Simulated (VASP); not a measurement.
# Zr3TiN4 (Pm-3m) in VASP: further runs, part 2 of 2

VASP 6.6.1.

## Step 4: Single point, PBE (11.25 Å³/atom)

This run uses another cell than the first one, of 11.25 Å³/atom.

File INCAR:

```
  PREC = Accurate
  ENCUT = 520
  EDIFF = 1E-6
  ISMEAR = 0
  SIGMA = 0.1
  LREAL = F
  LASPH = T
  NELM = 60
  ALGO = Normal
  ISIF = 2
  LWAVE = F
  LCHARG = F
  GGA = PE
  NBANDS = 44
```

File KPOINTS:

```
regular mesh
0
Gamma
  8 8 8
```

File POSCAR:

```
Zr3TiN4
1.0
    4.4815491480      0.0000000000      0.0000000000
    0.0000000000      4.4815491480      0.0000000000
    0.0000000000      0.0000000000      4.4815491480
Zr Ti N
3 1 4
Direct
    0.0000000000      0.0000000000      0.5000000000
    0.5000000000      0.0000000000      0.0000000000
    0.0000000000      0.5000000000      0.0000000000
    0.5000000000      0.5000000000      0.5000000000
    0.5000000000      0.5000000000      0.0000000000
    0.0000000000      0.5000000000      0.5000000000
    0.5000000000      0.0000000000      0.5000000000
    0.0000000000      0.0000000000      0.0000000000
```

Potentials or basis: VASP PAW PBE potentials, release 64 (Zr_sv, Ti_sv, N).

On the command line:

```bash
cat potpaw_PBE.64/Zr_sv/POTCAR potpaw_PBE.64/Ti_sv/POTCAR potpaw_PBE.64/N/POTCAR > POTCAR
mpirun -np 1 vasp_std > vasp.out
```

OUTCAR:

```text
PREC = Accurate
   ENCUT = 520
   EDIFF = 1E-6
   ISMEAR = 0
   LREAL = F
   LASPH = T
   NELM = 60
   ISIF = 2
   GGA = PE

 ion  position               nearest neighbor table
   1  0.000  0.000  0.500-   6 2.24   7 2.24   8 2.24   8 2.24   6 2.24   7 2.24   2 3.17   3 3.17
                             2 3.17   3 3.17   4 3.17   3 3.17   3 3.17   2 3.17   4 3.17   4 3.17
   2  0.500  0.000  0.000-   5 2.24   7 2.24   8 2.24   7 2.24   5 2.24   8 2.24   1 3.17   4 3.17
                             1 3.17   3 3.17   4 3.17   3 3.17   4 3.17   1 3.17   3 3.17   4 3.17
   3  0.000  0.500  0.000-   5 2.24   6 2.24   8 2.24   6 2.24   8 2.24   5 2.24   1 3.17   4 3.17
                             1 3.17   1 3.17   2 3.17   2 3.17   1 3.17   2 3.17   4 3.17   4 3.17
   4  0.500  0.500  0.500-   5 2.24   6 2.24   7 2.24   5 2.24   7 2.24   6 2.24   2 3.17   3 3.17
                             1 3.17   1 3.17   2 3.17   2 3.17   2 3.17   1 3.17   3 3.17   3 3.17
   5  0.500  0.500  0.000-   2 2.24   3 2.24   4 2.24   4 2.24   2 2.24   3 2.24
   6  0.000  0.500  0.500-   1 2.24   3 2.24   4 2.24   3 2.24   1 2.24   4 2.24
   7  0.500  0.000  0.500-   1 2.24   2 2.24   4 2.24   2 2.24   4 2.24   1 2.24
   8  0.000  0.000  0.000-   1 2.24   2 2.24   3 2.24   1 2.24   3 2.24   2 2.24

  LATTYP: Found a simple cubic cell.
 ALAT       =     4.4815491480

  Lattice vectors:
[... 205 lines left out ...]
      5     -22.1758      2.00000
      6     -22.1758      2.00000
[... 1117 lines left out ...]
     43      15.0550      0.00000
     44      15.3266      0.00000

 [... further k-points ...]

------------------------ aborting loop because EDIFF is reached ----------------------------------------

  FORCE on cell =-STRESS in cart. coord.  units (eV):
  Direction    XX          YY          ZZ          XY          YZ          ZX
  --------------------------------------------------------------------------------------
  -------------------------------------------------------------------------------------
  Total        4.7835452      4.7835452      4.7835452      0.0000000      0.0000000     -0.0000000
  in kB       85.1482979     85.1482979     85.1482979      0.0000000      0.0000000     -0.0000000
  external PRESSURE =      85.1482979 kB  Pullay stress =       0.0000000 kB

 VOLUME and BASIS-vectors are now :
 -----------------------------------------------------------------------------
  energy-cutoff  :      520.00
  volume of cell :       90.01
      direct lattice vectors                 reciprocal lattice vectors
     4.481549148  0.000000000  0.000000000     0.223137127  0.000000000  0.000000000
     0.000000000  4.481549148  0.000000000     0.000000000  0.223137127  0.000000000
     0.000000000  0.000000000  4.481549148     0.000000000  0.000000000  0.223137127

 POSITION                                       TOTAL-FORCE (eV/Angst)
 -----------------------------------------------------------------------------------
      0.00000      0.00000      2.24077         0.000000      0.000000      0.000000
      2.24077      0.00000      0.00000         0.000000      0.000000      0.000000
      0.00000      2.24077      0.00000         0.000000      0.000000      0.000000
      2.24077      2.24077      2.24077         0.000000      0.000000      0.000000
      2.24077      2.24077      0.00000         0.000000      0.000000      0.000000
      0.00000      2.24077      2.24077         0.000000      0.000000      0.000000
      2.24077      0.00000      2.24077         0.000000      0.000000      0.000000
      0.00000      0.00000      0.00000         0.000000      0.000000      0.000000
 -----------------------------------------------------------------------------------
    total drift:                                0.000000      0.000000     -0.000000

  FREE ENERGIE OF THE ION-ELECTRON SYSTEM (eV)
  ---------------------------------------------------
  free  energy   TOTEN  =       -80.2801916077 eV

  energy  without entropy=      -80.2597668986  energy(sigma->0) =      -80.26997925
```

OSZICAR:

```text
N       E                     dE             d eps       ncg     rms          rms(c)
DAV:   1     0.821117139266E+03    0.82112E+03   -0.35237E+04  3080   0.169E+03
DAV:   2     0.151411513136E+02   -0.80598E+03   -0.77231E+03  3268   0.510E+02
DAV:   3    -0.890425789526E+02   -0.10418E+03   -0.10181E+03  4516   0.163E+02
DAV:   4    -0.960389607855E+02   -0.69964E+01   -0.69715E+01  4584   0.384E+01
DAV:   5    -0.963756164536E+02   -0.33666E+00   -0.33648E+00  4488   0.780E+00    0.462E+01
DAV:   6    -0.821204302853E+02    0.14255E+02   -0.11567E+02  4328   0.510E+01    0.233E+01
DAV:   7    -0.822659168309E+02   -0.14549E+00   -0.78471E+01  4608   0.429E+01    0.157E+01
DAV:   8    -0.806892531726E+02    0.15767E+01   -0.71877E+00  4436   0.133E+01    0.100E+01
DAV:   9    -0.806647753527E+02    0.24478E-01   -0.70202E+00  4816   0.119E+01    0.581E+00
DAV:  10    -0.802811964295E+02    0.38358E+00   -0.34985E+00  4624   0.847E+00    0.881E-01
DAV:  11    -0.802850261633E+02   -0.38297E-02   -0.62786E-02  3976   0.111E+00    0.601E-01
DAV:  12    -0.802807351666E+02    0.42910E-02   -0.15714E-02  4628   0.630E-01    0.215E-01
DAV:  13    -0.802802956536E+02    0.43951E-03   -0.66434E-03  4980   0.363E-01    0.918E-02
DAV:  14    -0.802801960514E+02    0.99602E-04   -0.91639E-04  4416   0.158E-01    0.221E-02
DAV:  15    -0.802801923892E+02    0.36622E-05   -0.26334E-05  4096   0.281E-02    0.121E-02
DAV:  16    -0.802801916489E+02    0.74030E-06   -0.17463E-05  4000   0.184E-02    0.802E-03
DAV:  17    -0.802801916077E+02    0.41230E-07   -0.11356E-06  2444   0.677E-03
   1 F= -.80280192E+02 E0= -.80269979E+02  d E =-.204247E-01
```

It took 92 s on 1 thread of Intel Xeon 6975P-C (Granite Rapids), shared host; peak memory 0.27 GiB.

What came out:

| Item | Value |
| --- | --- |
| Free energy | -80.2802 eV |
| Pressure | 8.5 GPa |
| Band gap on the k mesh | zero (bands 34 and 35 overlap by 3.91 eV) |

Levels at points of the mesh, in eV from the Fermi level:
| k point | band 31 | band 32 | band 33 | band 34 | band 35 | band 36 | band 37 | band 38 |
| --- | --- | --- | --- | --- | --- | --- | --- | --- |
| (0.00, 0.00, 0.00) | -2.88 | -2.88 | -2.48 | -2.48 | -2.48 | -0.43 | -0.43 | -0.43 |
| (0.50, 0.00, 0.00) | -3.26 | -3.26 | -2.29 | -2.00 | 0.65 | 0.65 | 1.21 | 1.37 |
| (0.50, 0.50, 0.00) | -4.40 | -4.40 | 0.79 | 0.79 | 1.42 | 1.79 | 1.93 | 1.97 |
| (0.50, 0.50, 0.50) | -5.14 | -5.14 | 1.43 | 1.43 | 1.43 | 3.32 | 3.32 | 3.46 |

Caveat: the cell stands under pressure.

## Step 5: The runs side by side

| cell | gap on the mesh (eV) | pressure (GPa) |
| --- | --- | --- |
| a = 4.387 Å, 8 atoms | none | 29.4 |
| a = 4.435 Å, 8 atoms | none | 18.1 |
| a = 4.482 Å, 8 atoms | none | 8.5 |

Alike in all rows: task single point; level PBE; potentials or basis VASP PAW PBE potentials, release 64 (Zr_sv, Ti_sv, N); no spin polarisation; k mesh 8 × 8 × 8; cutoff (eV) 520; smearing gaussian 0.1 eV.

Caveats: the cell stands under pressure.

Total energies depend on the potentials used, so only differences within one code and one set of settings carry meaning.
